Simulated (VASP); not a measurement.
# FeNi3 (Pm-3m) in VASP: single point with PBE

Aim: the single point of FeNi3 with PBE.

All numbers are computed with VASP 6.6.1; they aren't measurements. Logs are shortened: lines on timing, memory, paths and dates and some standing lists are left out, and cuts for length are marked.

## (1) The cell of the first run

The structure is cubic, space group Pm-3m (No. 221). Conventional cell: a = 3.497 Å, b = 3.497 Å, c = 3.497 Å, α = 90.00°, β = 90.00°, γ = 90.00°. Fe (site symmetry m-3m) has 12 Ni at 2.47 Å within 3.3 Å. Within 3.3 Å of Ni (site symmetry 4/mmm) lie 4 Fe at 2.47 Å and 8 Ni at 2.47 Å.

## (2) Single point, PBE

Contents of POSCAR:

```
FeNi3
1.0
    3.4974250445      0.0000000000      0.0000000000
    0.0000000000      3.4974250445      0.0000000000
    0.0000000000      0.0000000000      3.4974250445
Fe Ni
1 3
Direct
    0.0000000000      0.0000000000      0.0000000000
    0.0000000000      0.5000000000      0.5000000000
    0.5000000000      0.0000000000      0.5000000000
    0.5000000000      0.5000000000      0.0000000000
```

Contents of INCAR.step1:

```
SYSTEM = FeNi3
ALGO = Normal ; EDIFF = 1E-6
ENCUT = 520 ; GGA = PE
ISIF = 2 ; ISMEAR = 0
LASPH = .TRUE. ; LCHARG = .TRUE.
LMAXMIX = 4 ; LREAL = .FALSE.
LWAVE = .FALSE. ; NBANDS = 27
NELM = 80 ; PREC = Accurate
SIGMA = 0.05
```

Contents of KPOINTS.step1:

```
k-points
0
G
  12 12 12
  0 0 0
```

Contents of INCAR.step2:

```
SYSTEM = FeNi3
ALGO = Normal ; EDIFF = 1E-6
ENCUT = 520 ; GGA = PE
ICHARG = 11 ; ISIF = 2
ISMEAR = -5 ; LASPH = .TRUE.
LCHARG = .FALSE. ; LMAXMIX = 4
LORBIT = 10 ; LREAL = .FALSE.
LWAVE = .FALSE. ; NBANDS = 27
NEDOS = 1001 ; NELM = 80
PREC = Accurate ; SIGMA = 0.05
```

Contents of KPOINTS.step2:

```
k-points
0
G
  18 18 18
  0 0 0
```

Potentials or basis: VASP PAW PBE potentials, release 64 (Fe, Ni).

Run with:

```
$ cat potpaw_PBE.64/Fe/POTCAR potpaw_PBE.64/Ni/POTCAR > POTCAR
$ cp INCAR.step1 INCAR
$ cp KPOINTS.step1 KPOINTS
$ mpirun -np 1 vasp_std > vasp.out
$ cp INCAR.step2 INCAR
$ cp KPOINTS.step2 KPOINTS
$ mpirun -np 1 vasp_std > vasp.out
```

OUTCAR:

```text
SYSTEM = FeNi3
   EDIFF = 1E-6
   ENCUT = 520
   GGA = PE
   ICHARG = 11
   ISIF = 2
   ISMEAR = -5
   LASPH = .TRUE.
   LORBIT = 10
   LREAL = .FALSE.
   NELM = 80
   PREC = Accurate

 ion  position               nearest neighbor table
   1  0.000  0.000  0.000-   2 2.47   3 2.47   4 2.47   2 2.47   3 2.47   2 2.47   4 2.47   2 2.47
                             3 2.47   4 2.47   3 2.47   4 2.47
   2  0.000  0.500  0.500-   1 2.47   3 2.47   4 2.47   1 2.47   4 2.47   1 2.47   3 2.47   1 2.47
                             3 2.47   4 2.47   4 2.47   3 2.47
   3  0.500  0.000  0.500-   1 2.47   2 2.47   4 2.47   1 2.47   4 2.47   2 2.47   4 2.47   4 2.47
                             1 2.47   2 2.47   1 2.47   2 2.47
   4  0.500  0.500  0.000-   1 2.47   2 2.47   3 2.47   2 2.47   3 2.47   1 2.47   3 2.47   3 2.47
                             1 2.47   2 2.47   2 2.47   1 2.47

  LATTYP: Found a simple cubic cell.
 ALAT       =     3.4974250445

  Lattice vectors:

 A1 = (   3.4974250445,   0.0000000000,   0.0000000000)
 A2 = (   0.0000000000,   3.4974250445,   0.0000000000)
 A3 = (   0.0000000000,   0.0000000000,   3.4974250445)

Analysis of symmetry for initial positions (statically):
=====================================================================
 Subroutine PRICEL returns:
 Original cell was already a primitive cell.

 Routine SETGRP: Setting up the symmetry group for a
 simple cubic supercell.

 Subroutine GETGRP returns: Found 48 space group operations
 (whereof 48 operations were pure point group operations)
 out of a pool of 48 trial point group operations.

The static configuration has the point symmetry O_h .

Analysis of symmetry for dynamics (positions and initial velocities):
=====================================================================
 Subroutine PRICEL returns:
 Original cell was already a primitive cell.

 Routine SETGRP: Setting up the symmetry group for a
 simple cubic supercell.

 Subroutine GETGRP returns: Found 48 space group operations
 (whereof 48 operations were pure point group operations)
 out of a pool of 48 trial point group operations.

The dynamic configuration has the point symmetry O_h .

 Subroutine INISYM returns: Found 48 space group operations
 (whereof 48 operations are pure point group operations),
 and found     1 'primitive' translations

----------------------------------------------------------------------------------------

                                     Primitive cell

  volume of cell :      42.7804

  direct lattice vectors                    reciprocal lattice vectors
     3.497425044  0.000000000  0.000000000     0.285924641  0.000000000  0.000000000
     0.000000000  3.497425044  0.000000000     0.000000000  0.285924641  0.000000000
     0.000000000  0.000000000  3.497425044     0.000000000  0.000000000  0.285924641

  length of vectors
     3.497425044  3.497425044  3.497425044     0.285924641  0.285924641  0.285924641

  position of ions in fractional coordinates (direct lattice)
     0.000000000  0.000000000  0.000000000
     0.000000000  0.500000000  0.500000000
     0.500000000  0.000000000  0.500000000
     0.500000000  0.500000000  0.000000000

  ion indices of the primitive-cell ions
   primitive index   ion index
                 1           1
                 2           2
                 3           3
                 4           4

----------------------------------------------------------------------------------------

 KPOINTS: k-points

Automatic generation of k-mesh.
 Grid dimensions read from file:
 generate k-points for:   18   18   18

 Generating k-lattice:

  Cartesian coordinates                     Fractional coordinates (reciprocal lattice)
     0.015884702  0.000000000  0.000000000     0.055555556  0.000000000  0.000000000
     0.000000000  0.015884702  0.000000000     0.000000000  0.055555556  0.000000000
     0.000000000  0.000000000  0.015884702     0.000000000  0.000000000  0.055555556

  Length of vectors
     0.015884702  0.015884702  0.015884702

  Shift w.r.t. Gamma in fractional coordinates (k-lattice)
     0.000000000  0.000000000  0.000000000

 TETIRR: Found   2900 inequivalent tetrahedra from    34992

 Subroutine IBZKPT returns following result:
 ===========================================

 Found    220 irreducible k-points:

 Following reciprocal coordinates:
            Coordinates               Weight
  0.000000  0.000000  0.000000      1.000000
  0.055556  0.000000  0.000000      6.000000
  0.111111  0.000000  0.000000      6.000000
  0.166667  0.000000  0.000000      6.000000
  0.222222  0.000000  0.000000      6.000000
  0.277778  0.000000  0.000000      6.000000
[... 16 lines left out ...]
  0.277778  0.111111  0.000000     24.000000
  0.333333  0.111111  0.000000     24.000000
 [... further k-points ...]
   k-points           NKPTS =    220   k-points in BZ     NKDIM =    220   number of bands    NBANDS=     27
   number of dos      NEDOS =   1001   number of ions     NIONS =      4
   total plane-waves  NPLWV =  21952
   dimension x,y,z NGX =    28 NGY =   28 NGZ =   28
   dimension x,y,z NGXF=    56 NGYF=   56 NGZF=   56
   ions per type =               1   3
   NGX,Y,Z   is equivalent  to a cutoff of  13.31, 13.31, 13.31 a.u.
   NGXF,Y,Z  is equivalent  to a cutoff of  26.62, 26.62, 26.62 a.u.
 SYSTEM =  FeNi3
   PREC   = accura    normal or accurate (medium, high low for compatibility)
   ISTART =      0    job   : 0-new  1-cont  2-samecut
   ICHARG =     11    charge: 1-file 2-atom 10-const
   ISPIN  =      1    spin polarized calculation?
   LNONCOLLINEAR =      F non collinear calculations
   LSORBIT =      F    spin-orbit coupling
   LASPH  =      T    aspherical Exc in radial PAW
   ENCUT  =  520.0 eV  38.22 Ry    6.18 a.u.   6.50  6.50  6.50*2*pi/ulx,y,z
   NELM   =     80;   NELMIN=  2; NELMDL=  0     # of ELM steps
   EDIFF  = 0.1E-05   stopping-criterion for ELM
   LREAL  =      F    real-space projection
   EDIFFG = 0.1E-04   stopping-criterion for IOM
   NSW    =      0    number of steps for IOM
   IBRION =     -1    ionic relax: 0-MD 1-quasi-New 2-CG
   NFREE  =      0    steps in history (QN), initial steepest desc. (CG)
   ISIF   =      2    stress and relaxation
   ISYM   =      2    0-nonsym 1-usesym 2-fastsym
   POTIM  = 0.5000    time-step for ionic-motion
   TEBEG  =    0.0;   TEEND  =   0.0 temperature during run
   PSTRESS=    0.0 pullay stress
   NELECT =      38.0000    total number of electrons
   NUPDOWN=      -1.0000    fix difference up-down
   EMIN   =  10.00;   EMAX   =-10.00  energy-range for DOS
   EFERMI =   0.00;   METHOD = LEGACY
   ISMEAR =    -5;   SIGMA  =   0.05  broadening in eV -4-tet -1-fermi 0-gaus
   EFERMI_NEDOS =   21; number of points for ismear=-14 and -15
   IALGO  =     38    algorithm
   IMIX   =      4    mixing-type and parameters
     AMIX     =   0.40;   BMIX     =  1.00
     AMIX_MAG =   1.60;   BMIX_MAG =  1.00
  volume/ion in A,a.u.               =      10.70        72.17
  Fermi-wavevector in a.u.,A,eV,Ry     =   1.573696  2.973855 33.695105  2.476520
  Thomas-Fermi vector in A             =   2.674942
   LORBIT       =     10    0 simple, 1 ext, 2 COOP (PROOUT), +10 PAW based schemes
   GGA     = PE    functional components
   LHFCALC =     F    Hartree Fock is set to
   AEXX    =    0.0000 exact exchange contribution
   IVDW    =     0    specifies the selected vdW correction
   LEPSILON=     F    determine dielectric tensor
   LRPA    =     F    only Hartree local field effects (RPA)
 non-spin polarized calculation
 Fermi weights with tetrahedron method with Bloechl corrections
  energy-cutoff  :      520.00
  volume of cell :       42.78
 maximum number of plane-waves:      1189
 NGX is ok and might be reduce to    28

 number of electron      37.9999985 magnetization

 Free energy of the ion-electron system (eV)
  ---------------------------------------------------
  ext. energy  EPLUGINS =         0.00000000
  ---------------------------------------------------
  free energy    TOTEN  =       -23.95212858 eV

  energy without entropy =      -23.95212858  energy(sigma->0) =      -23.95212858

 E-fermi :   8.7730     XC(G=0): -13.3969

 val. band max:        8.8002089454   @ k =   0.3889   0.3333   0.1667
 cond. band min:       8.7416629778   @ k =   0.5000   0.5000   0.2222
 fundamental gap:     -0.0585459676
 Fermi energy:         8.7729802812

 k-point     1 :       0.0000    0.0000    0.0000
  band No.  band energies     occupation
      1      -0.2226      2.00000
      2       4.1584      2.00000
      3       4.1584      2.00000
      4       4.2729      2.00000
      5       4.8224      2.00000
      6       4.8224      2.00000
[... 19 lines left out ...]
     26      18.6422      0.00000
     27      18.9475      0.00000

 k-point     2 :       0.0556    0.0000    0.0000
  band No.  band energies     occupation
      1      -0.1813      2.00000
      2       4.1682      2.00000
      3       4.1819      2.00000
      4       4.2890      2.00000
      5       4.8361      2.00000
      6       4.8372      2.00000
[... 19 lines left out ...]
     26      18.7676      0.00000
     27      19.1017      0.00000

 k-point     3 :       0.1111    0.0000    0.0000
  band No.  band energies     occupation
      1      -0.0579      2.00000
      2       4.1882      2.00000
      3       4.2509      2.00000
      4       4.3418      2.00000
      5       4.8767      2.00000
      6       4.8814      2.00000
[... 19 lines left out ...]
     26      18.8405      0.00000
     27      19.7866      0.00000

 k-point     4 :       0.1667    0.0000    0.0000
  band No.  band energies     occupation
      1       0.1458      2.00000
      2       4.1990      2.00000
      3       4.3616      2.00000
      4       4.4358      2.00000
      5       4.9433      2.00000
      6       4.9553      2.00000
[... 19 lines left out ...]
     26      18.8750      0.00000
     27      20.8356      0.00000

 k-point     5 :       0.2222    0.0000    0.0000
  band No.  band energies     occupation
      1       0.4267      2.00000
      2       4.1794      2.00000
      3       4.5070      2.00000
      4       4.5648      2.00000
      5       5.0343      2.00000
      6       5.0590      2.00000
[... 19 lines left out ...]
     26      18.9119      0.00000
     27      21.4405      0.00000

 k-point     6 :       0.2778    0.0000    0.0000
  band No.  band energies     occupation
      1       0.7802      2.00000
      2       4.1005      2.00000
      3       4.6758      2.00000
      4       4.7154      2.00000
      5       5.1474      2.00000
      6       5.1928      2.00000
[... 444 lines left out ...]
      1       0.3065      2.00000
      2       4.2933      2.00000
      3       4.4028      2.00000
      4       4.4975      2.00000
      5       4.9966      2.00000
      6       5.0054      2.00000
[... 19 lines left out ...]
     26      19.8707      0.00000
     27      20.5882      0.00000

 k-point    22 :       0.2222    0.1111    0.0000
  band No.  band energies     occupation
      1       0.5844      2.00000
      2       4.2803      2.00000
      3       4.5484      2.00000
      4       4.6255      2.00000
      5       5.0843      2.00000
      6       5.1012      2.00000
[... 19 lines left out ...]
     26      19.7667      0.00000
     27      20.0309      0.00000

 k-point    23 :       0.2778    0.1111    0.0000
  band No.  band energies     occupation
      1       0.9339      2.00000
      2       4.2074      2.00000
      3       4.7197      2.00000
      4       4.7768      2.00000
      5       5.1932      2.00000
      6       5.2228      2.00000
[... 19 lines left out ...]
     26      19.3671      0.00000
     27      20.1155      0.00000

 k-point    24 :       0.3333    0.1111    0.0000
  band No.  band energies     occupation
      1       1.3475      2.00000
      2       4.0373      2.00000
      3       4.8994      2.00000
      4       4.9364      2.00000
      5       5.3202      2.00000
      6       5.3680      2.00000
[... 19 lines left out ...]
     26      19.3353      0.00000
     27      19.8623      0.00000

 [... further k-points ...]

------------------------ aborting loop because EDIFF is reached ----------------------------------------

  FORCE on cell =-STRESS in cart. coord.  units (eV):
  Direction    XX          YY          ZZ          XY          YZ          ZX
  --------------------------------------------------------------------------------------
  -------------------------------------------------------------------------------------
  Total        0.4601660      0.4601660      0.4601660      0.0000000      0.0000000     -0.0000000
  in kB       17.2337517     17.2337517     17.2337517      0.0000000      0.0000000     -0.0000000
  external PRESSURE =      17.2337517 kB  Pullay stress =       0.0000000 kB

 VOLUME and BASIS-vectors are now :
 -----------------------------------------------------------------------------
  energy-cutoff  :      520.00
  volume of cell :       42.78
      direct lattice vectors                 reciprocal lattice vectors
     3.497425044  0.000000000  0.000000000     0.285924641  0.000000000  0.000000000
     0.000000000  3.497425044  0.000000000     0.000000000  0.285924641  0.000000000
     0.000000000  0.000000000  3.497425044     0.000000000  0.000000000  0.285924641

 POSITION                                       TOTAL-FORCE (eV/Angst)
 -----------------------------------------------------------------------------------
      0.00000      0.00000      0.00000         0.000000      0.000000      0.000000
      0.00000      1.74871      1.74871         0.000000      0.000000      0.000000
      1.74871      0.00000      1.74871         0.000000      0.000000      0.000000
      1.74871      1.74871      0.00000         0.000000      0.000000      0.000000
 -----------------------------------------------------------------------------------
    total drift:                                0.000000      0.000000      0.000000

  FREE ENERGIE OF THE ION-ELECTRON SYSTEM (eV)
  ---------------------------------------------------
  free  energy   TOTEN  =       -23.9521285827 eV

  energy  without entropy=      -23.9521285827  energy(sigma->0) =      -23.95212858

 total charge

# of ion       s       p       d       tot
------------------------------------------
    1        0.472   0.500   6.280   7.252
    2        0.516   0.540   8.329   9.385
    3        0.516   0.540   8.329   9.385
    4        0.516   0.540   8.329   9.385
--------------------------------------------------
tot          2.021   2.119  31.266  35.406
```

Run time: 6.1 min. Hardware: 1 thread of Intel Xeon 8259CL, shared host; peak memory 0.33 GiB.

Results:

* Valence electrons inside the program's atomic spheres: Fe 7.25; Ni 9.38

Levels at points of the mesh, in eV from the Fermi level:
| k point | band 17 | band 18 | band 19 | band 20 | band 21 | band 22 |
| --- | --- | --- | --- | --- | --- | --- |
| (0.00, 0.00, 0.00) | 0.34 | 0.34 | 0.68 | 0.68 | 0.68 | 2.62 |
| (0.50, 0.00, 0.00) | -0.68 | -0.62 | -0.31 | -0.05 | -0.02 | 0.67 |
| (0.50, 0.50, 0.00) | -0.99 | -0.53 | -0.41 | -0.41 | 1.32 | 1.32 |
| (0.50, 0.50, 0.50) | -0.16 | -0.16 | -0.16 | 0.32 | 0.32 | 0.32 |

Caveat: the run has no spin polarisation, though such a crystal can be magnetic; tetrahedron occupations give inexact forces and stress in metals. Spin polarisation is off, so any magnetic state and its effect on volume and gap are missing.
